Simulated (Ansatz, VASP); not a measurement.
**Two plane-wave programs on MoRu5**

File INCAR:

```
SYSTEM = MoRu5
  PREC = Accurate
  ENCUT = 600
  EDIFF = 1E-6
  ISMEAR = 0
  SIGMA = 0.1
  LREAL = .FALSE.
  LASPH = .TRUE.
  NELM = 80
  ALGO = Fast
  ISIF = 3
  LWAVE = .FALSE.
  LCHARG = .FALSE.
  GGA = PE
  IBRION = 2
  NSW = 100
  EDIFFG = -0.01
```

File KPOINTS:

```
regular mesh
0
G
  12 12 8
  0 0 0
```

Contents of POSCAR:

```
MoRu5
1.0
    4.7160651200      0.0000000000      0.0000000000
   -2.3580325600      4.0842322000      0.0000000000
    0.0000000000      0.0000000000      4.4047989400
Mo Ru
1 5
Direct
    0.0000000000      0.0000000000      0.0000000000
    0.3333333300      0.6666666700      0.0000000000
    0.6666666700      0.3333333300      0.0000000000
    0.6666666700      0.6666666700      0.5000000000
    0.3333333300      0.0000000000      0.5000000000
    0.0000000000      0.3333333300      0.5000000000
```

Input for Ansatz:

```yaml
crystal:
  lattice:
    - [4.71606512, 0.0, 0.0]
    - [-2.35803256, 4.0842322, 0.0]
    - [0.0, 0.0, 4.40479894]
  atoms:
    - { symbol: Mo, position: [0.0, 0.0, 0.0] }
    - { symbol: Ru, position: [0.33333333, 0.66666667, 0.0] }
    - { symbol: Ru, position: [0.66666667, 0.33333333, 0.0] }
    - { symbol: Ru, position: [0.66666667, 0.66666667, 0.5] }
    - { symbol: Ru, position: [0.33333333, 0.0, 0.5] }
    - { symbol: Ru, position: [0.0, 0.33333333, 0.5] }
basis:
  ecutwfc: 420
kpoints:
  mp_grid: { grid: [12, 12, 8] }
hamiltonian:
  xc: pbe
scf:
  occupations: { method: gaussian, width: 0.1 }
output:
  forces: true
  stress: true
  eigenvalues: true
  write_density: true
  write_potential: true
  elf: true
  volumetric_format: npy
relax:
  adjacent_minimum: "off"
  f_tol: 0.01
  max_steps: 80
  cell: { stress_tol: 0.05 }
```

Alike in both runs: task relaxation of cell and atoms; functional PBE; k mesh 12 × 12 × 8; occupations gaussian, width 0.1 eV; no spin polarisation.

```csv
,VASP,Ansatz
version,VASP 6.6.1,Ansatz 0.2.0
potentials or method,"VASP PAW PBE potentials, release 64 (Mo_sv, Ru_pv), cutoff 600 eV","scalar-relativistic, plane waves, PAW"
valence electrons in the cell,84,94
```

|  | VASP | Ansatz | Ansatz less VASP |
| --- | --- | --- | --- |
| gap on the k mesh at the Fermi level, each at its own relaxed structure (eV) | none | none | - |
| relaxed volume (Å³/atom) | 14.08 | 14.08 | 0.000 |
| relaxed length of the cell vector where the two differ most in proportion (Å) | 4.318 | 4.318 | -0.0001 |

A gap of «none» marks a metal or a gap that the smearing closes. VASP's potentials hold 84 valence electrons a cell and Ansatz's 94, so a difference there can come from the potentials and not from the codes.
